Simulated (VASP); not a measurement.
Set up this calculation in VASP 6.6.1, as the native input.

```yaml
Task: relaxation of cell and atoms
Functional: PBE
Potentials_or_basis: VASP PAW PBE potentials, release 64 (Si, C)
Cutoff: 600 eV
k_mesh: 12 × 12 × 2
Occupations: gaussian, width 0.02 eV
Spin: no spin polarisation
Dipole_correction: no
Further_INCAR_settings: ALGO = Normal; EDIFF = 1e-06; IBRION = 2; EDIFFG = -0.01; NSW = 65; ISIF = 3
```

The structure of SiC lies in POSCAR:

```
SiC
1.0
    3.0919380072      0.0000000000      0.0000000000
   -1.5459690036      2.6776968612      0.0000000000
    0.0000000000      0.0000000000     17.7600156748
Si C
7 7
Direct
    0.0000000000      0.0000000000      0.0000000000
    0.3333333333      0.6666666667      0.1428571429
    0.6666666667      0.3333333333      0.2857142857
    0.0000000000      0.0000000000      0.4285714286
    0.6666666667      0.3333333333      0.5714285714
    0.3333333333      0.6666666667      0.7142857143
    0.6666666667      0.3333333333      0.8571428571
    0.0000000000      0.0000000000      0.1071428571
    0.3333333333      0.6666666667      0.2500000000
    0.6666666667      0.3333333333      0.3928571429
    0.0000000000      0.0000000000      0.5357142857
    0.6666666667      0.3333333333      0.6785714286
    0.3333333333      0.6666666667      0.8214285714
    0.6666666667      0.3333333333      0.9642857143
```

These files were run (other wordings do the same):

INCAR

```
SYSTEM = SiC
ALGO = Normal
EDIFF = 1E-6
EDIFFG = -0.01
ENCUT = 600
GGA = PE
IBRION = 2
ISIF = 3
ISMEAR = 0
LASPH = .TRUE.
LCHARG = .FALSE.
LREAL = .FALSE.
LWAVE = .FALSE.
NELM = 100
NSW = 65
PREC = Accurate
SIGMA = 0.02
```

KPOINTS

```
k-points
0
G
  12 12 2
  0 0 0
```

Potentials or basis: VASP PAW PBE potentials, release 64 (Si, C).

Launch:

```bash
$ cat potpaw_PBE.64/Si/POTCAR potpaw_PBE.64/C/POTCAR > POTCAR
$ mpirun -np 1 vasp_std > vasp.out
```

Results of the run:

```yaml
Relaxed_volume: 10.49 Å³/atom
Relaxed_cell: a = 3.094 Å, b = 3.094 Å, c = 17.710 Å, α = 90.00°, β = 90.00°, γ = 120.00°
Space_group_after_relaxing_to_0.1_Å: P3m1 (No. 156)
Energy_gained_by_relaxing: 0.2 meV/atom
Ionic_steps: 6
Pressure_after_relaxing: 0.0 GPa
Largest_force_after_relaxing: 0.009 eV/Å
Band_gap_on_the_k_mesh: 1.67 eV (least direct gap 2.88 eV)
```

Wall time 6.3 min on 1 thread of Intel(R) Xeon(R) 6975P-C (Granite Rapids), with other jobs on the host, peak memory 0.44 GiB.
